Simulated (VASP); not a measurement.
Set up this calculation in VASP 6.6.1, as the native input.

```
Task                   : single point
Functional             : PBEsol
Potentials or basis    : VASP PAW PBE potentials, release 64 (Te, Pb_d)
Cutoff                 : 520 eV
k mesh                 : 6 × 6 × 6
Occupations            : gaussian, width 0.01 eV
Spin                   : no spin polarisation
Dipole correction      : no
Further INCAR settings : ALGO = Normal; EDIFF = 1e-06; NBANDS = 17
```

The structure of TePb lies in POSCAR:

```
TePb
1.0
    0.0000000000      3.2310000000      3.2310000000
    3.2310000000      0.0000000000      3.2310000000
    3.2310000000      3.2310000000      0.0000000000
Te Pb
1 1
Direct
    0.4922624574      0.5077375426      0.4922624574
    0.0000000000      0.0000000000      0.0000000000
```

These files were run (other wordings do the same):

INCAR

```
SYSTEM = TePb
PREC = Accurate
ENCUT = 520
EDIFF = 1E-6
ISMEAR = 0
SIGMA = 0.01
LREAL = .FALSE.
LASPH = .TRUE.
NELM = 80
ALGO = Normal
ISIF = 2
LWAVE = .FALSE.
LCHARG = .TRUE.
GGA = PS
LELF = .TRUE.
LVHAR = .TRUE.
NBANDS = 17
```

KPOINTS

```
Automatic mesh
0
G
  6 6 6
  0 0 0
```

Potentials or basis: VASP PAW PBE potentials, release 64 (Te, Pb_d).

The run is started by

```sh
$ cat potpaw_PBE.64/Te/POTCAR potpaw_PBE.64/Pb_d/POTCAR > POTCAR
$ mpirun -np 1 vasp_std > vasp.out
```

It gave:

```yaml
Pressure: -0.4 GPa
Largest_force: 0.015 eV/Å
Band_gap_on_the_k_mesh: 0.68 eV, direct
```

Caveat: the PAW data sets were made with another functional, which shifts forces and pressure a little; spin-orbit coupling is left out, which moves the levels of the heavy elements.

Wall time 22 s on 1 thread of AMD EPYC 9R45 96-Core Processor (Zen 5), with other jobs on the host, peak memory 0.19 GiB.
